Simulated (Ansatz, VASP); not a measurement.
Given: the input of a run of Ansatz 0.2.0 on TiCo.

The input input.yaml:

```yaml
crystal:
  lattice:
    - [2.98611099, 0.0, 0.0]
    - [0.0, 2.98611099, 0.0]
    - [0.0, 0.0, 2.98611099]
  atoms:
    - { symbol: Co, position: [0.5, 0.5, 0.5], spin: -0.12 }
    - { symbol: Ti, position: [0.0, 0.0, 0.0], spin: 1.09 }
hamiltonian:
  xc: pbe
  pseudopotentials: { kind: paw }
magnetization:
  spin_polarized: true
kpoints:
  mp_grid: { grid: [9, 9, 9] }
scf:
  occupations: { method: fermi_dirac, width: 0.05 }
output:
  forces: true
  stress: true
  eigenvalues: true
```

Potentials or basis: Ansatz PAW.

The run is started by

```console
$ ansatz run input.yaml --threads 2 --pin off --max-ram 5632MiB --backend cpu --events-out ev --progress --plain --runs-dir out
```

Set up the same calculation for VASP 6.6.1. Potentials there: VASP PAW PBE potentials, release 64 (Co, Ti_sv).

As run (the cutoff follows the program's own potentials):

File INCAR:

```
ALGO = Normal ; EDIFF = 1E-7
ENCUT = 520 ; GGA = PE
ISIF = 2 ; ISMEAR = -1
ISPIN = 2 ; LASPH = T
LCHARG = T ; LELF = T
LMAXMIX = 4 ; LORBIT = 11
LREAL = F ; LVHAR = T
LWAVE = F ; MAGMOM = -0.12 1.09
NBANDS = 22 ; NELM = 150
PREC = Accurate ; SIGMA = 0.05
```

File KPOINTS:

```
k-points
0
Gamma
  9 9 9
```

The input POSCAR:

```
TiCo
1.0
    2.9861109900      0.0000000000      0.0000000000
    0.0000000000      2.9861109900      0.0000000000
    0.0000000000      0.0000000000      2.9861109900
Co Ti
1 1
Direct
    0.5000000000      0.5000000000      0.5000000000
    0.0000000000      0.0000000000      0.0000000000
```

Potentials or basis: VASP PAW PBE potentials, release 64 (Co, Ti_sv).

The run is started by

```bash
$ cat potpaw_PBE.64/Co/POTCAR potpaw_PBE.64/Ti_sv/POTCAR > POTCAR
$ mpirun -np 1 vasp_std > vasp.out
```

Both were run:

|  | VASP | Ansatz | Ansatz less VASP |
| --- | --- | --- | --- |
| gap on the k mesh at the Fermi level (eV) | none | none | - |
| pressure (GPa) | -1.1 | -0.5 | +0.57 |
| net moment per atom (μB) | 0.40 | 0.41 | +0.013 |
| size of the moment on the site where the two differ most (μB) | 0.88 | 0.92 | +0.046 |

Site moments also hang on the region over which each program counts them. A gap of «none» marks a metal or a gap that the smearing closes. VASP's potentials hold 21 valence electrons a cell and Ansatz's 29, so a difference there can come from the potentials and not from the codes.
